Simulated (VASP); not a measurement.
# Ca2C (Fm-3m) in VASP: a series of runs

Aim: see how the results for Ca2C move with the level of theory and the settings. Levels: PBEsol, PBE. Tasks: single point.

All numbers are computed with VASP 6.6.1; they aren't measurements. Logs are shortened: lines on timing, memory, paths and dates and some standing lists are left out, and cuts for length are marked.

## Step 1: The cell of the first run

The structure is cubic, space group Fm-3m (No. 225). Conventional cell: a = 6.257 Å, b = 6.257 Å, c = 6.257 Å, α = 90.00°, β = 90.00°, γ = 90.00°. C (site symmetry m-3m) has 8 Ca at 2.71 Å within 3.6 Å. Ca (site symmetry -43m) has 4 C at 2.71 Å and 6 Ca at 3.13 Å within 3.6 Å.

## Step 2: Single point, PBEsol

Input file INCAR:

```
  PREC = Accurate
  ENCUT = 600
  EDIFF = 1E-6
  ISMEAR = 0
  SIGMA = 0.01
  LREAL = F
  LASPH = T
  NELM = 120
  ALGO = Normal
  ISIF = 2
  LWAVE = F
  LCHARG = F
  GGA = PS
  NBANDS = 19
  GGA_COMPAT = F
```

Input file KPOINTS:

```
Automatic mesh
0
Gamma
  4 4 4
```

Input file POSCAR:

```
Ca2C
1.0
    0.0000000000      3.1285803947      3.1285803947
    3.1285803947      0.0000000000      3.1285803947
    3.1285803947      3.1285803947      0.0000000000
C Ca
1 2
Direct
    0.0000000000      0.0000000000      0.0000000000
    0.2500000000      0.2500000000      0.2500000000
    0.7500000000      0.7500000000      0.7500000000
```

Potentials or basis: VASP PAW PBE potentials, release 64 (C, Ca_sv).

Command:

```sh
$ cat potpaw_PBE.64/C/POTCAR potpaw_PBE.64/Ca_sv/POTCAR > POTCAR
$ mpirun -np 1 vasp_std > vasp.out
```

OUTCAR:

```text
PREC = Accurate
   ENCUT = 600
   EDIFF = 1E-6
   ISMEAR = 0
   LREAL = F
   LASPH = T
   NELM = 120
   ISIF = 2
   GGA = PS

 ion  position               nearest neighbor table
   1  0.000  0.000  0.000-
   2  0.250  0.250  0.250-   3 3.13   3 3.13   3 3.13   3 3.13   3 3.13   3 3.13
   3  0.750  0.750  0.750-   2 3.13   2 3.13   2 3.13   2 3.13   2 3.13   2 3.13

  LATTYP: Found a face centered cubic cell.
 ALAT       =     6.2571607894

  Lattice vectors:

 A1 = (   0.0000000000,   3.1285803947,   3.1285803947)
 A2 = (   3.1285803947,   0.0000000000,   3.1285803947)
 A3 = (   3.1285803947,   3.1285803947,   0.0000000000)

Analysis of symmetry for initial positions (statically):
=====================================================================
 Subroutine PRICEL returns:
 Original cell was already a primitive cell.

 Routine SETGRP: Setting up the symmetry group for a
 face centered cubic supercell.

 Subroutine GETGRP returns: Found 48 space group operations
 (whereof 48 operations were pure point group operations)
 out of a pool of 48 trial point group operations.

The static configuration has the point symmetry O_h .

Analysis of symmetry for dynamics (positions and initial velocities):
=====================================================================
 Subroutine PRICEL returns:
 Original cell was already a primitive cell.

 Routine SETGRP: Setting up the symmetry group for a
 face centered cubic supercell.

 Subroutine GETGRP returns: Found 48 space group operations
 (whereof 48 operations were pure point group operations)
 out of a pool of 48 trial point group operations.

The dynamic configuration has the point symmetry O_h .

 Subroutine INISYM returns: Found 48 space group operations
 (whereof 48 operations are pure point group operations),
 and found     1 'primitive' translations

----------------------------------------------------------------------------------------

                                     Primitive cell

  volume of cell :      61.2452

  direct lattice vectors                    reciprocal lattice vectors
     0.000000000  3.128580395  3.128580395    -0.159816894  0.159816894  0.159816894
     3.128580395  0.000000000  3.128580395     0.159816894 -0.159816894  0.159816894
     3.128580395  3.128580395  0.000000000     0.159816894  0.159816894 -0.159816894

  length of vectors
     4.424480825  4.424480825  4.424480825     0.276810980  0.276810980  0.276810980

  position of ions in fractional coordinates (direct lattice)
     0.000000000  0.000000000  0.000000000
     0.250000000  0.250000000  0.250000000
     0.750000000  0.750000000  0.750000000

  ion indices of the primitive-cell ions
   primitive index   ion index
                 1           1
                 2           2
                 3           3

----------------------------------------------------------------------------------------

 KPOINTS: Automatic mesh

Automatic generation of k-mesh.
 Grid dimensions read from file:
 generate k-points for:    4    4    4

 Generating k-lattice:

  Cartesian coordinates                     Fractional coordinates (reciprocal lattice)
    -0.039954223  0.039954223  0.039954223     0.250000000  0.000000000  0.000000000
     0.039954223 -0.039954223  0.039954223     0.000000000  0.250000000  0.000000000
     0.039954223  0.039954223 -0.039954223     0.000000000  0.000000000  0.250000000

  Length of vectors
     0.069202745  0.069202745  0.069202745

  Shift w.r.t. Gamma in fractional coordinates (k-lattice)
     0.000000000  0.000000000  0.000000000

 Subroutine IBZKPT returns following result:
 ===========================================

 Found      8 irreducible k-points:

 Following reciprocal coordinates:
            Coordinates               Weight
  0.000000  0.000000  0.000000      1.000000
  0.250000  0.000000  0.000000      8.000000
  0.500000  0.000000  0.000000      4.000000
  0.250000  0.250000  0.000000      6.000000
  0.500000  0.250000  0.000000     24.000000
 -0.250000  0.250000  0.000000     12.000000
  0.500000  0.500000  0.000000      3.000000
 -0.250000  0.500000  0.250000      6.000000
   k-points           NKPTS =      8   k-points in BZ     NKDIM =      8   number of bands    NBANDS=     19
   number of dos      NEDOS =    301   number of ions     NIONS =      3
   total plane-waves  NPLWV =  46656
   dimension x,y,z NGX =    36 NGY =   36 NGZ =   36
   dimension x,y,z NGXF=    72 NGYF=   72 NGZF=   72
   ions per type =               1   2
   NGX,Y,Z   is equivalent  to a cutoff of  13.53, 13.53, 13.53 a.u.
   NGXF,Y,Z  is equivalent  to a cutoff of  27.05, 27.05, 27.05 a.u.
 SYSTEM =  unknown system
   PREC   = accura    normal or accurate (medium, high low for compatibility)
   ISTART =      0    job   : 0-new  1-cont  2-samecut
   ICHARG =      2    charge: 1-file 2-atom 10-const
   ISPIN  =      1    spin polarized calculation?
   LNONCOLLINEAR =      F non collinear calculations
   LSORBIT =      F    spin-orbit coupling
   LASPH  =      T    aspherical Exc in radial PAW
   ENCUT  =  600.0 eV  44.10 Ry    6.64 a.u.   8.84  8.84  8.84*2*pi/ulx,y,z
   NELM   =    120;   NELMIN=  2; NELMDL= -5     # of ELM steps
   EDIFF  = 0.1E-05   stopping-criterion for ELM
   LREAL  =      F    real-space projection
   EDIFFG = 0.1E-04   stopping-criterion for IOM
   NSW    =      0    number of steps for IOM
   IBRION =     -1    ionic relax: 0-MD 1-quasi-New 2-CG
   NFREE  =      0    steps in history (QN), initial steepest desc. (CG)
   ISIF   =      2    stress and relaxation
   ISYM   =      2    0-nonsym 1-usesym 2-fastsym
   POTIM  = 0.5000    time-step for ionic-motion
   TEBEG  =    0.0;   TEEND  =   0.0 temperature during run
   PSTRESS=    0.0 pullay stress
   NELECT =      24.0000    total number of electrons
   NUPDOWN=      -1.0000    fix difference up-down
   EMIN   =  10.00;   EMAX   =-10.00  energy-range for DOS
   EFERMI =   0.00;   METHOD = LEGACY
   ISMEAR =     0;   SIGMA  =   0.01  broadening in eV -4-tet -1-fermi 0-gaus
   EFERMI_NEDOS =   21; number of points for ismear=-14 and -15
   IALGO  =     38    algorithm
   IMIX   =      4    mixing-type and parameters
     AMIX     =   0.40;   BMIX     =  1.00
     AMIX_MAG =   1.60;   BMIX_MAG =  1.00
  volume/ion in A,a.u.               =      20.42       137.77
  Fermi-wavevector in a.u.,A,eV,Ry     =   1.197994  2.263880 19.526936  1.435189
  Thomas-Fermi vector in A             =   2.333894
   LORBIT       =      0    0 simple, 1 ext, 2 COOP (PROOUT), +10 PAW based schemes
   GGA     = PS    functional components
   LHFCALC =     F    Hartree Fock is set to
   AEXX    =    0.0000 exact exchange contribution
   IVDW    =     0    specifies the selected vdW correction
   LEPSILON=     F    determine dielectric tensor
   LRPA    =     F    only Hartree local field effects (RPA)
 non-spin polarized calculation
 Gauss-broadening in eV      SIGMA  =   0.01
  energy-cutoff  :      600.00
  volume of cell :       61.25
 maximum number of plane-waves:      2085
   NGX = 17   NGY = 17   NGZ = 17

 number of electron      24.0000003 magnetization

 Free energy of the ion-electron system (eV)
  ---------------------------------------------------
  ext. energy  EPLUGINS =         0.00000000
  ---------------------------------------------------
  free energy    TOTEN  =       -12.98251283 eV

  energy without entropy =      -12.98251283  energy(sigma->0) =      -12.98251283

 E-fermi :   3.2350     XC(G=0):  -9.6395

 val. band max:        3.1378349059   @ k =   0.5000   0.5000   0.0000
 cond. band min:       3.3212428673   @ k =   0.5000   0.5000   0.0000
 fundamental gap:      0.1834079614
 Fermi energy:         3.2349950884

 k-point     1 :       0.0000    0.0000    0.0000
  band No.  band energies     occupation
      1     -36.9433      2.00000
      2     -36.7242      2.00000
      3     -18.1945      2.00000
      4     -18.1945      2.00000
      5     -18.1945      2.00000
      6     -17.7483      2.00000
      7     -17.7483      2.00000
      8     -17.7483      2.00000
      9      -5.2041      2.00000
     10       2.0587      2.00000
     11       2.0587      2.00000
     12       2.0587      2.00000
     13       3.9251      0.00000
     14       4.9594      0.00000
     15       4.9594      0.00000
     16       8.9489      0.00000
     17       8.9489      0.00000
     18       8.9489      0.00000
     19       9.7621      0.00000

 k-point     2 :       0.2500    0.0000    0.0000
  band No.  band energies     occupation
      1     -36.9101      2.00000
      2     -36.7551      2.00000
      3     -18.1565      2.00000
      4     -18.1367      2.00000
      5     -18.1367      2.00000
      6     -17.8487      2.00000
      7     -17.8214      2.00000
      8     -17.8214      2.00000
      9      -4.8856      2.00000
     10       1.3134      2.00000
     11       2.3671      2.00000
     12       2.3671      2.00000
     13       5.3385      0.00000
     14       5.3385      0.00000
     15       5.7434      0.00000
     16       7.4204      0.00000
     17       8.3062      0.00000
     18       8.3062      0.00000
     19       9.1095      0.00000

 k-point     3 :       0.5000    0.0000    0.0000
  band No.  band energies     occupation
      1     -36.8315      2.00000
      2     -36.8315      2.00000
      3     -18.0443      2.00000
      4     -18.0220      2.00000
      5     -17.9904      2.00000
      6     -17.9904      2.00000
      7     -17.9829      2.00000
      8     -17.9829      2.00000
      9      -4.5680      2.00000
     10       1.1712      2.00000
     11       2.7208      2.00000
     12       2.7208      2.00000
     13       5.8507      0.00000
     14       6.0978      0.00000
     15       6.0978      0.00000
     16       7.2283      0.00000
     17       7.5846      0.00000
     18       7.5865      0.00000
     19       7.7426      0.00000

 k-point     4 :       0.2500    0.2500    0.0000
  band No.  band energies     occupation
      1     -36.9050      2.00000
      2     -36.7590      2.00000
      3     -18.2451      2.00000
      4     -18.2451      2.00000
      5     -18.0932      2.00000
      6     -17.9182      2.00000
      7     -17.7169      2.00000
      8     -17.7169      2.00000
      9      -4.7957      2.00000
     10       1.0643      2.00000
     11       2.5885      2.00000
     12       2.5885      2.00000
     13       4.7195      0.00000
     14       5.3434      0.00000
     15       6.4977      0.00000
     16       7.4024      0.00000
     17       7.8011      0.00000
     18       7.8011      0.00000
     19       8.5505      0.00000

 k-point     5 :       0.5000    0.2500    0.0000
  band No.  band energies     occupation
      1     -36.8565      2.00000
      2     -36.8049      2.00000
      3     -18.2934      2.00000
      4     -18.2197      2.00000
      5     -18.2040      2.00000
      6     -17.7867      2.00000
      7     -17.7728      2.00000
      8     -17.7340      2.00000
      9      -4.5014      2.00000
     10       1.3310      2.00000
     11       2.5033      2.00000
     12       2.9209      2.00000
     13       4.1658      0.00000
     14       6.0223      0.00000
     15       6.3394      0.00000
     16       7.2256      0.00000
     17       7.2653      0.00000
     18       8.3505      0.00000
     19       8.6021      0.00000

 k-point     6 :      -0.2500    0.2500    0.0000
  band No.  band energies     occupation
      1     -36.8678      2.00000
      2     -36.7948      2.00000
      3     -18.3021      2.00000
      4     -18.0634      2.00000
      5     -18.0275      2.00000
      6     -17.9710      2.00000
      7     -17.9453      2.00000
      8     -17.6874      2.00000
      9      -4.5897      2.00000
     10       1.4040      2.00000
     11       2.3686      2.00000
     12       2.6729      2.00000
     13       4.7106      0.00000
     14       6.0075      0.00000
     15       6.2546      0.00000
     16       7.3372      0.00000
     17       7.8676      0.00000
     18       8.1847      0.00000
     19       8.4245      0.00000

 k-point     7 :       0.5000    0.5000    0.0000
  band No.  band energies     occupation
      1     -36.8664      2.00000
      2     -36.7935      2.00000
      3     -18.4183      2.00000
      4     -18.2949      2.00000
      5     -18.2949      2.00000
      6     -17.6854      2.00000
      7     -17.6854      2.00000
      8     -17.6296      2.00000
      9      -4.4267      2.00000
     10       1.0897      2.00000
     11       3.1378      2.00000
     12       3.1378      2.00000
     13       3.3212      0.00000
     14       5.5689      0.00000
     15       5.7987      0.00000
     16       7.8763      0.00000
     17       7.8763      0.00000
     18       8.2462      0.00000
     19       8.2462      0.00000

 k-point     8 :      -0.2500    0.5000    0.2500
  band No.  band energies     occupation
      1     -36.8301      2.00000
      2     -36.8301      2.00000
      3     -18.3681      2.00000
      4     -18.3462      2.00000
      5     -17.9976      2.00000
      6     -17.9976      2.00000
      7     -17.6583      2.00000
      8     -17.6568      2.00000
      9      -4.4190      2.00000
     10       1.9905      2.00000
     11       1.9905      2.00000
     12       2.9363      2.00000
     13       3.6629      0.00000
     14       6.1377      0.00000
     15       6.1377      0.00000
     16       7.3568      0.00000
     17       7.5584      0.00000
     18       7.5584      0.00000
     19       8.9293      0.00000

------------------------ aborting loop because EDIFF is reached ----------------------------------------

  FORCE on cell =-STRESS in cart. coord.  units (eV):
  Direction    XX          YY          ZZ          XY          YZ          ZX
  --------------------------------------------------------------------------------------
  -------------------------------------------------------------------------------------
  Total       -0.4525114     -0.4525114     -0.4525114      0.0000000      0.0000000      0.0000000
  in kB      -11.8377214    -11.8377214    -11.8377214      0.0000000      0.0000000      0.0000000
  external PRESSURE =     -11.8377214 kB  Pullay stress =       0.0000000 kB

 VOLUME and BASIS-vectors are now :
 -----------------------------------------------------------------------------
  energy-cutoff  :      600.00
  volume of cell :       61.25
      direct lattice vectors                 reciprocal lattice vectors
     0.000000000  3.128580395  3.128580395    -0.159816894  0.159816894  0.159816894
     3.128580395  0.000000000  3.128580395     0.159816894 -0.159816894  0.159816894
     3.128580395  3.128580395  0.000000000     0.159816894  0.159816894 -0.159816894

 POSITION                                       TOTAL-FORCE (eV/Angst)
 -----------------------------------------------------------------------------------
      0.00000      0.00000      0.00000        -0.000000     -0.000000      0.000000
      1.56429      1.56429      1.56429        -0.000000     -0.000000      0.000000
      4.69287      4.69287      4.69287         0.000000      0.000000     -0.000000
 -----------------------------------------------------------------------------------
    total drift:                                0.000000      0.000000      0.000000

  FREE ENERGIE OF THE ION-ELECTRON SYSTEM (eV)
  ---------------------------------------------------
  free  energy   TOTEN  =       -12.9825128254 eV

  energy  without entropy=      -12.9825128254  energy(sigma->0) =      -12.98251283
```

Wall time 14 s (1 thread of Intel Xeon Platinum 8488C (Sapphire Rapids), shared host); peak memory 0.2 GiB.

What came out:

```
Free energy            : -12.9825 eV
Pressure               : -1.2 GPa
Band gap on the k mesh : 0.18 eV, direct
```

Caveat: the k points lie up to 0.43 Å⁻¹ apart; the PAW data sets were made with another functional, which shifts forces and pressure a little. A k mesh can miss the band edges.

## Step 3: Single point, PBE

Input file INCAR:

```
PREC = Accurate ; ENCUT = 600
EDIFF = 1E-6 ; ISMEAR = 0
SIGMA = 0.01 ; LREAL = F
LASPH = T ; NELM = 120
ALGO = Normal ; ISIF = 2
LWAVE = F ; LCHARG = T
GGA = PE ; LELF = T
LVHAR = T ; NBANDS = 19
GGA_COMPAT = F
```

KPOINTS is that of step 2.

POSCAR is that of step 2.

Potentials or basis: VASP PAW PBE potentials, release 64 (C, Ca_sv).

Command:

```sh
$ cat potpaw_PBE.64/C/POTCAR potpaw_PBE.64/Ca_sv/POTCAR > POTCAR
$ mpirun -np 1 vasp_std > vasp.out
```

Run time: 17 s. Hardware: 1 thread of Intel Xeon Platinum 8488C (Sapphire Rapids), shared host; peak memory 0.2 GiB.

It converged, with:

```
Free energy            : -12.0575 eV
Pressure               : 0.9 GPa
Band gap on the k mesh : 0.20 eV, direct
```

Levels at points of the mesh, in eV from the valence-band top:
| k point | band 8 | band 9 | band 10 | band 11 | band 12 | band 13 | band 14 | band 15 | band 16 | band 17 |
| --- | --- | --- | --- | --- | --- | --- | --- | --- | --- | --- |
| (0.00, 0.00, 0.00) | -21.03 | -8.38 | -1.07 | -1.07 | -1.07 | 0.80 | 1.86 | 1.86 | 5.80 | 5.80 |
| (0.50, 0.00, 0.00) | -21.26 | -7.76 | -1.94 | -0.41 | -0.41 | 2.71 | 2.98 | 2.98 | 4.15 | 4.46 |
| (0.50, 0.50, 0.00) | -20.92 | -7.62 | -2.01 | 0.00 | 0.00 | 0.20 | 2.48 | 2.69 | 4.74 | 4.74 |

Caveat: the k points lie up to 0.43 Å⁻¹ apart. A k mesh can miss the band edges.

## Step 4: Single point, PBEsol

Input file INCAR:

```
PREC = Accurate
ENCUT = 600
EDIFF = 1E-6
ISMEAR = 0
SIGMA = 0.01
LREAL = F
LASPH = T
NELM = 120
ALGO = Normal
ISIF = 2
LWAVE = F
LCHARG = F
GGA = PS
NBANDS = 19
GGA_COMPAT = F
```

Input file KPOINTS:

```
regular mesh
0
Gamma
  6 6 6
```

POSCAR is that of step 3.

Command:

```sh
$ cat potpaw_PBE.64/C/POTCAR potpaw_PBE.64/Ca_sv/POTCAR > POTCAR
$ mpirun -np 1 vasp_std > vasp.out
```

It took 24 s on 1 thread of Intel Xeon Platinum 8488C (Sapphire Rapids), shared host; peak memory 0.2 GiB.

The run converged. Its results:

* Free energy: -12.9876 eV
* Pressure: -1.2 GPa
* Band gap on the k mesh: 0.19 eV, direct

Levels at points of the mesh, in eV from the valence-band top:
| k point | band 8 | band 9 | band 10 | band 11 | band 12 | band 13 | band 14 | band 15 | band 16 | band 17 |
| --- | --- | --- | --- | --- | --- | --- | --- | --- | --- | --- |
| (0.00, 0.00, 0.00) | -20.88 | -8.34 | -1.08 | -1.08 | -1.08 | 0.79 | 1.82 | 1.82 | 5.81 | 5.81 |
| (0.50, 0.00, 0.00) | -21.12 | -7.71 | -1.97 | -0.42 | -0.42 | 2.71 | 2.96 | 2.96 | 4.09 | 4.45 |
| (0.50, 0.50, 0.00) | -20.77 | -7.57 | -2.05 | 0.00 | 0.00 | 0.19 | 2.43 | 2.66 | 4.74 | 4.74 |

Caveat: the PAW data sets were made with another functional, which shifts forces and pressure a little. A k mesh can miss the band edges.

## Step 5: The runs side by side

```tsv
level	k mesh	gap on the mesh (eV)	pressure (GPa)
PBEsol	4 × 4 × 4	0.18	-1.2
PBE	4 × 4 × 4	0.20	0.9
PBEsol	6 × 6 × 6	0.19	-1.2
```

Alike in all rows: task single point; potentials or basis VASP PAW PBE potentials, release 64 (C, Ca_sv); no spin polarisation; cell as given; cutoff (eV) 600; smearing gaussian 0.01 eV.

Caveats: some runs use coarse meshes; the PAW data sets were made with another functional, which shifts forces and pressure a little (some runs).

Total energies depend on the potentials used, so only differences within one code and one set of settings carry meaning.
